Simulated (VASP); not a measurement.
**Ga: single point with PBEsol**

Ga:

```
Ga
1.0
     0.00000    2.87802    2.87802
     2.87802    0.00000    2.87802
     2.87802    2.87802    0.00000
Ga
2
Direct
  0.00000 0.00000 0.00000
  0.25000 0.25000 0.25000
```

```
Program                : VASP 6.6.1
Task                   : single point
Functional             : PBEsol
Potentials or basis    : VASP PAW PBE potentials, release 64 (Ga_d)
Cutoff                 : 500 eV
k mesh                 : 7 × 7 × 7
Occupations            : fermi-dirac, width 0.05 eV
Spin                   : no spin polarisation
Dipole correction      : no
Further INCAR settings : ALGO = Normal; EDIFF = 1e-06; NBANDS = 20
```

```yaml
Pressure: 0.1 GPa
Band_gap_on_the_k_mesh: zero (band 13 reaches 5.75 eV, above the bottom of band 14 at 1.96 eV)
```

Levels at points of the mesh, in eV from the Fermi level:
```csv
k point,band 10,band 11,band 12,band 13,band 14,band 15,band 16,band 17
"(0.00, 0.00, 0.00)",-14.35,-9.70,2.86,2.86,2.86,3.99,4.90,4.90
```

Wall time 13 s on 1 thread of AMD EPYC 9R45 96-Core Processor (Zen 5) (shared host), peak memory 0.14 GiB.

Caveat: the PAW data sets were made with another functional, which shifts forces and pressure a little.
